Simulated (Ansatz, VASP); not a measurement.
**Two plane-wave programs on BeZn4O**

```xyz
6
Lattice="5.2506 0.0000 0.0000 0.0000 5.2506 0.0000 0.0000 0.0000 3.2547" Properties=species:S:1:pos:R:3 pbc="T T T"
Be    0.0000    0.0000    0.0031
Zn    3.6938    0.9279    1.6331
Zn    1.5569    4.3227    1.6331
Zn    4.3227    3.6938    1.6331
Zn    0.9279    1.5569    1.6331
O     2.6253    2.6253    1.6192
```

Alike in both runs: functional PBE; k mesh 4 × 4 × 3; occupations gaussian, width 0.2 eV; no spin polarisation.

Ansatz relaxed the structure, and its values are those at the end. VASP's run is a single point on that final structure, the one shown.

```csv
,VASP,Ansatz
version,VASP 6.6.1,Ansatz 0.2.0
potentials or method,"VASP PAW PBE potentials, release 64 (Be, Zn, O), cutoff 600 eV","scalar-relativistic, plane waves, PAW"
valence electrons in the cell,56,56
```

```csv
,VASP,Ansatz,Ansatz less VASP
gap on the k mesh at the Fermi level (eV),none,none,-
pressure (GPa),0.3,0.0,-0.31
rms of the force components (eV/Å),0.007,0.016,+0.0086
```

A gap of «none» marks a metal or a gap that the smearing closes.

The k mesh is coarse, so the values compare programs but aren't converged.
